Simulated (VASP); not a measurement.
# Ga2O3 (C2/m) in VASP: single point with r2SCAN

Aim: the single point of Ga2O3 with r2SCAN.

Everything below comes from runs of VASP 6.6.1. Logs are shortened: lines on timing, memory, paths and dates and some standing lists are left out, and cuts for length are marked.

## (1) The cell of the first run

Symmetry: C2/m, No. 12, monoclinic system. The conventional cell has a = 11.892 Å, b = 2.987 Å, c = 5.727 Å, α = 90.00°, β = 103.90°, γ = 90.00°. Within 2.4 Å of Ga (site symmetry m) lie 4 O at 1.81 to 1.83 Å. Within 2.5 Å of Ga (site symmetry m) lie 6 O at 1.89 to 2.02 Å. O (site symmetry m) has 3 Ga at 1.81 to 1.92 Å within 2.4 Å. O (site symmetry m) has 4 Ga at 1.83 to 2.02 Å within 2.4 Å. O (site symmetry m) has 3 Ga at 1.82 to 1.89 Å within 2.4 Å.

## (2) Single point, r2SCAN (9.87 Å³/atom)

The input, POSCAR:

```
Ga2O3
1.0
    5.9459561816     -1.4934535988     -0.0141676555
    5.9459561816      1.4934535988     -0.0141676555
   -1.3625409266      0.0000000000      5.5629666011
Ga O
4 6
Direct
    0.0937253238      0.0937253238      0.7984099287
    0.9062746762      0.9062746762      0.2015900713
    0.6593744376      0.6593744376      0.3142149460
    0.3406255624      0.3406255624      0.6857850540
    0.1721569588      0.1721569588      0.1108534503
    0.8278430412      0.8278430412      0.8891465497
    0.1708126336      0.1708126336      0.5573628366
    0.8291873664      0.8291873664      0.4426371634
    0.4956970277      0.4956970277      0.2501094223
    0.5043029723      0.5043029723      0.7498905777
```

The input, INCAR.step1:

```
SYSTEM = Ga2O3
ALGO = Normal
EDIFF = 1E-4
ENCUT = 520
GGA = PE
ISMEAR = 0
LASPH = .TRUE.
LCHARG = .FALSE.
LREAL = .FALSE.
LWAVE = .TRUE.
NBANDS = 55
NELM = 100
PREC = Accurate
SIGMA = 0.02
```

The input, INCAR.step2:

```
SYSTEM = Ga2O3
ALGO = Normal
EDIFF = 1E-6
ENCUT = 520
ISIF = 2
ISMEAR = 0
ISTART = 1
LASPH = .TRUE.
LCHARG = .TRUE.
LELF = .TRUE.
LMIXTAU = .TRUE.
LREAL = .FALSE.
LVHAR = .TRUE.
LWAVE = .FALSE.
METAGGA = R2SCAN
NBANDS = 55
NELM = 100
PREC = Accurate
SIGMA = 0.02
```

The input, KPOINTS:

```
k-points
0
G
  8 8 4
  0 0 0
```

Potentials or basis: VASP PAW PBE potentials, release 64 (Ga_d, O).

The run is started by

```
$ cat potpaw_PBE.64/Ga_d/POTCAR potpaw_PBE.64/O/POTCAR > POTCAR
$ cp INCAR.step1 INCAR
$ mpirun -np 1 vasp_std > vasp.out
$ cp INCAR.step2 INCAR
$ mpirun -np 1 vasp_std > vasp.out
```

OUTCAR:

```text
SYSTEM = Ga2O3
   EDIFF = 1E-6
   ENCUT = 520
   ISIF = 2
   ISMEAR = 0
   ISTART = 1
   LASPH = .TRUE.
   LREAL = .FALSE.
   METAGGA = R2SCAN
   NELM = 100
   PREC = Accurate

 ion  position               nearest neighbor table
   1  0.094  0.094  0.798-   5 1.81  10 1.82  10 1.82   7 1.83
   2  0.906  0.906  0.202-   6 1.81   9 1.82   9 1.82   8 1.83
   3  0.659  0.659  0.314-   9 1.89   5 1.92   5 1.92   8 1.98   7 2.02   7 2.02
   4  0.341  0.341  0.686-  10 1.89   6 1.92   6 1.92   7 1.98   8 2.02   8 2.02
   5  0.172  0.172  0.111-   1 1.81   3 1.92   3 1.92
   6  0.828  0.828  0.889-   2 1.81   4 1.92   4 1.92
   7  0.171  0.171  0.557-   1 1.83   4 1.98   3 2.02   3 2.02
   8  0.829  0.829  0.443-   2 1.83   3 1.98   4 2.02   4 2.02
   9  0.496  0.496  0.250-   2 1.82   2 1.82   3 1.89
  10  0.504  0.504  0.750-   1 1.82   1 1.82   4 1.89

  LATTYP: Found a base centered monoclinic cell.
 ALAT       =    11.8919461210
 B/A-ratio  =     0.2511705962
 C/A-ratio  =     0.4816201089
 COS(beta)  =    -0.2402123162

  Lattice vectors:

 A1 = (   5.9459561816,  -1.4934535988,  -0.0141676555)
 A2 = (   5.9459561816,   1.4934535988,  -0.0141676555)
 A3 = (  -1.3625409266,   0.0000000000,   5.5629666011)

Analysis of symmetry for initial positions (statically):
=====================================================================
 Subroutine PRICEL returns:
 Original cell was already a primitive cell.

 Routine SETGRP: Setting up the symmetry group for a
 base centered monoclinic supercell.

 Subroutine GETGRP returns: Found  4 space group operations
 (whereof  4 operations were pure point group operations)
 out of a pool of  4 trial point group operations.

The static configuration has the point symmetry C_2h.

Analysis of symmetry for dynamics (positions and initial velocities):
=====================================================================
 Subroutine PRICEL returns:
 Original cell was already a primitive cell.

 Routine SETGRP: Setting up the symmetry group for a
 base centered monoclinic supercell.

 Subroutine GETGRP returns: Found  4 space group operations
 (whereof  4 operations were pure point group operations)
 out of a pool of  4 trial point group operations.

The dynamic configuration has the point symmetry C_2h.

 Subroutine INISYM returns: Found  4 space group operations
 (whereof  4 operations are pure point group operations),
 and found     1 'primitive' translations

----------------------------------------------------------------------------------------

                                     Primitive cell

  volume of cell :      98.7407

  direct lattice vectors                    reciprocal lattice vectors
     5.945956182 -1.493453599 -0.014167655     0.084139869 -0.334794466  0.020608431
     5.945956182  1.493453599 -0.014167655     0.084139869  0.334794466  0.020608431
    -1.362540927  0.000000000  5.562966601     0.000428572  0.000000000  0.179865172

  length of vectors
     6.130660591  6.130660591  5.727400386     0.345820126  0.345820126  0.179865683

  position of ions in fractional coordinates (direct lattice)
     0.093725324  0.093725324  0.798409929
     0.906274676  0.906274676  0.201590071
     0.659374438  0.659374438  0.314214946
     0.340625562  0.340625562  0.685785054
     0.172156959  0.172156959  0.110853450
     0.827843041  0.827843041  0.889146550
     0.170812634  0.170812634  0.557362837
     0.829187366  0.829187366  0.442637163
     0.495697028  0.495697028  0.250109422
     0.504302972  0.504302972  0.749890578

  ion indices of the primitive-cell ions
   primitive index   ion index
                 1           1
                 2           2
                 3           3
                 4           4
                 5           5
                 6           6
                 7           7
                 8           8
                 9           9
                10          10

----------------------------------------------------------------------------------------

 KPOINTS: k-points

Automatic generation of k-mesh.
 Grid dimensions read from file:
 generate k-points for:    8    8    4

 Generating k-lattice:

  Cartesian coordinates                     Fractional coordinates (reciprocal lattice)
     0.010517484 -0.041849308  0.002576054     0.125000000  0.000000000  0.000000000
     0.010517484  0.041849308  0.002576054     0.000000000  0.125000000  0.000000000
     0.000107143  0.000000000  0.044966293     0.000000000  0.000000000  0.250000000

  Length of vectors
     0.043227516  0.043227516  0.044966421

  Shift w.r.t. Gamma in fractional coordinates (k-lattice)
     0.000000000  0.000000000  0.000000000

 Subroutine IBZKPT returns following result:
 ===========================================

 Found     78 irreducible k-points:

 Following reciprocal coordinates:
            Coordinates               Weight
  0.000000  0.000000  0.000000      1.000000
  0.125000 -0.000000  0.000000      4.000000
  0.250000 -0.000000  0.000000      4.000000
  0.375000 -0.000000 -0.000000      4.000000
  0.500000 -0.000000  0.000000      2.000000
  0.125000  0.125000  0.000000      2.000000
[... 16 lines left out ...]
  0.125000 -0.000000  0.250000      4.000000
  0.250000 -0.000000  0.250000      4.000000
 [... further k-points ...]
   k-points           NKPTS =     78   k-points in BZ     NKDIM =     78   number of bands    NBANDS=     55
   number of dos      NEDOS =    301   number of ions     NIONS =     10
   total plane-waves  NPLWV = 110592
   dimension x,y,z NGX =    48 NGY =   48 NGZ =   48
   dimension x,y,z NGXF=    96 NGYF=   96 NGZF=   96
   ions per type =               4   6
   NGX,Y,Z   is equivalent  to a cutoff of  13.02, 13.02, 13.93 a.u.
   NGXF,Y,Z  is equivalent  to a cutoff of  26.03, 26.03, 27.87 a.u.
 SYSTEM =  Ga2O3
   PREC   = accura    normal or accurate (medium, high low for compatibility)
   ISTART =      1    job   : 0-new  1-cont  2-samecut
   ICHARG =      0    charge: 1-file 2-atom 10-const
   ISPIN  =      1    spin polarized calculation?
   LNONCOLLINEAR =      F non collinear calculations
   LSORBIT =      F    spin-orbit coupling
   LASPH  =      T    aspherical Exc in radial PAW
   ENCUT  =  520.0 eV  38.22 Ry    6.18 a.u.  11.40 11.40 10.65*2*pi/ulx,y,z
   NELM   =    100;   NELMIN=  2; NELMDL=  0     # of ELM steps
   EDIFF  = 0.1E-05   stopping-criterion for ELM
   LREAL  =      F    real-space projection
   EDIFFG = 0.1E-04   stopping-criterion for IOM
   NSW    =      0    number of steps for IOM
   IBRION =     -1    ionic relax: 0-MD 1-quasi-New 2-CG
   NFREE  =      0    steps in history (QN), initial steepest desc. (CG)
   ISIF   =      2    stress and relaxation
   ISYM   =      2    0-nonsym 1-usesym 2-fastsym
   POTIM  = 0.5000    time-step for ionic-motion
   TEBEG  =    0.0;   TEEND  =   0.0 temperature during run
   PSTRESS=    0.0 pullay stress
   NELECT =      88.0000    total number of electrons
   NUPDOWN=      -1.0000    fix difference up-down
   EMIN   =  10.00;   EMAX   =-10.00  energy-range for DOS
   EFERMI =   0.00;   METHOD = LEGACY
   ISMEAR =     0;   SIGMA  =   0.02  broadening in eV -4-tet -1-fermi 0-gaus
   EFERMI_NEDOS =   21; number of points for ismear=-14 and -15
   IALGO  =     38    algorithm
   IMIX   =      4    mixing-type and parameters
     AMIX     =   0.40;   BMIX     =  1.00
     AMIX_MAG =   1.60;   BMIX_MAG =  1.00
  volume/ion in A,a.u.               =       9.87        66.63
  Fermi-wavevector in a.u.,A,eV,Ry     =   1.575446  2.977162 33.770082  2.482031
  Thomas-Fermi vector in A             =   2.676429
   LORBIT       =      0    0 simple, 1 ext, 2 COOP (PROOUT), +10 PAW based schemes
   METAGGA = R2SCAN    functional components
   LHFCALC =     F    Hartree Fock is set to
   AEXX    =    0.0000 exact exchange contribution
   IVDW    =     0    specifies the selected vdW correction
   LEPSILON=     F    determine dielectric tensor
   LRPA    =     F    only Hartree local field effects (RPA)
 non-spin polarized calculation
 Gauss-broadening in eV      SIGMA  =   0.02
  energy-cutoff  :      520.00
  volume of cell :       98.74
 maximum number of plane-waves:      2687
 NGX is ok and might be reduce to    48
   NGX = 23   NGY = 23   NGZ = 21

 number of electron      88.0000006 magnetization

 Free energy of the ion-electron system (eV)
  ---------------------------------------------------
  ext. energy  EPLUGINS =         0.00000000
  ---------------------------------------------------
  free energy    TOTEN  =      -102.13682318 eV

  energy without entropy =     -102.13682318  energy(sigma->0) =     -102.13682318

 E-fermi :   4.1755     XC(G=0): -12.9121

 val. band max:        4.0272112479   @ k =   0.5000   0.3750   0.5000
 cond. band min:       7.5433538493   @ k =   0.0000   0.0000   0.0000
 fundamental gap:      3.5161426015
 Fermi energy:         4.1754518387

 k-point     1 :       0.0000    0.0000    0.0000
  band No.  band energies     occupation
      1     -16.2241      2.00000
      2     -14.8881      2.00000
      3     -14.8842      2.00000
      4     -14.7482      2.00000
      5     -14.2608      2.00000
      6     -14.2485      2.00000
[... 47 lines left out ...]
     54      17.7575      0.00000
     55      17.9318      0.00000

 k-point     2 :       0.1250   -0.0000    0.0000
  band No.  band energies     occupation
      1     -16.0940      2.00000
      2     -14.8897      2.00000
      3     -14.8393      2.00000
      4     -14.6709      2.00000
      5     -14.2543      2.00000
      6     -14.2408      2.00000
[... 47 lines left out ...]
     54      16.7529      0.00000
     55      16.8718      0.00000
[... 1216 lines left out ...]
     54      16.9322      0.00000
     55      17.4881      0.00000

 k-point    24 :       0.2500   -0.0000    0.2500
  band No.  band energies     occupation
      1     -15.6273      2.00000
      2     -14.9618      2.00000
      3     -14.7804      2.00000
      4     -14.5345      2.00000
      5     -14.3023      2.00000
      6     -14.1533      2.00000
[... 47 lines left out ...]
     54      16.0795      0.00000
     55      17.6134      0.00000

 [... further k-points ...]

------------------------ aborting loop because EDIFF is reached ----------------------------------------

  FORCE on cell =-STRESS in cart. coord.  units (eV):
  Direction    XX          YY          ZZ          XY          YZ          ZX
  --------------------------------------------------------------------------------------
  -------------------------------------------------------------------------------------
  Total        9.0009424      9.1796197      9.0786401      0.0000000      0.0000000      0.0314697
  in kB      146.0502175    148.9494549    147.3109495      0.0000000      0.0000000      0.5106303
  external PRESSURE =     147.4368740 kB  Pullay stress =       0.0000000 kB

 VOLUME and BASIS-vectors are now :
 -----------------------------------------------------------------------------
  energy-cutoff  :      520.00
  volume of cell :       98.74
      direct lattice vectors                 reciprocal lattice vectors
     5.945956182 -1.493453599 -0.014167655     0.084139869 -0.334794466  0.020608431
     5.945956182  1.493453599 -0.014167655     0.084139869  0.334794466  0.020608431
    -1.362540927  0.000000000  5.562966601     0.000428572  0.000000000  0.179865172

 POSITION                                       TOTAL-FORCE (eV/Angst)
 -----------------------------------------------------------------------------------
      0.02671      0.00000      4.43887         0.033840      0.000000     -0.000545
     10.50266      0.00000      1.09576        -0.033840      0.000000      0.000545
      7.41309      0.00000      1.72928         0.020349      0.000000      0.027073
      3.11628      0.00000      3.80535        -0.020349      0.000000     -0.027073
      1.89623      0.00000      0.61180         0.080712      0.000000      0.036792
      8.63314      0.00000      4.92284        -0.080712      0.000000     -0.036792
      1.27186      0.00000      3.09575         0.021408      0.000000     -0.066196
      9.25751      0.00000      2.43888        -0.021408      0.000000      0.066196
      5.55400      0.00000      1.37730         0.069988      0.000000      0.024473
      4.97537      0.00000      4.15733        -0.069988      0.000000     -0.024473
 -----------------------------------------------------------------------------------
    total drift:                               -0.000000      0.000000      0.000000

  FREE ENERGIE OF THE ION-ELECTRON SYSTEM (eV)
  ---------------------------------------------------
  free  energy   TOTEN  =      -102.1368231823 eV

  energy  without entropy=     -102.1368231823  energy(sigma->0) =     -102.13682318
```

Wall time 40 min (1 thread of Intel Xeon 8259CL, shared host); peak memory 0.55 GiB.

Results:

- Free energy: -102.1368 eV
- Pressure: 14.7 GPa
- Largest force: 0.089 eV/Å
- Band gap on the k mesh: 3.52 eV (least direct gap 3.54 eV)

Forces in eV/Å, atoms in the order of the input:
```
Ga   0.034  0.000 -0.001
Ga  -0.034  0.000  0.001
Ga   0.020  0.000  0.027
Ga  -0.020  0.000 -0.027
O    0.081  0.000  0.037
O   -0.081  0.000 -0.037
O    0.021  0.000 -0.066
O   -0.021  0.000  0.066
O    0.070  0.000  0.024
O   -0.070  0.000 -0.024
```

Levels at points of the mesh, in eV from the valence-band top:
```
           k point  band 40  band 41  band 42  band 43  band 44  band 45  band 46  band 47  band 48  band 49
(0.00, 0.00, 0.00)    -0.69    -0.65    -0.50    -0.28    -0.03     3.52     6.77     7.81     8.13     8.86
(0.50, 0.00, 0.00)    -1.34    -0.77    -0.76    -0.44    -0.20     6.77     7.71     8.48     8.77     9.26
(0.50, 0.50, 0.00)    -1.21    -0.68    -0.63    -0.37    -0.22     5.72     5.98     6.77     7.80     9.16
(0.00, 0.00, 0.50)    -1.42    -0.84    -0.66    -0.39    -0.31     5.92     5.98     8.12     8.39     8.88
(0.50, 0.00, 0.50)    -1.27    -1.26    -1.07    -0.79    -0.73     8.15     8.22     9.05     9.22     9.70
(0.50, 0.50, 0.50)    -0.73    -0.64    -0.53    -0.49    -0.04     6.39     6.40     7.57     7.79     8.18
```

Caveat: the cell stands under pressure; the PAW data sets were made with another functional, which shifts forces and pressure a little. A k mesh can miss the band edges.
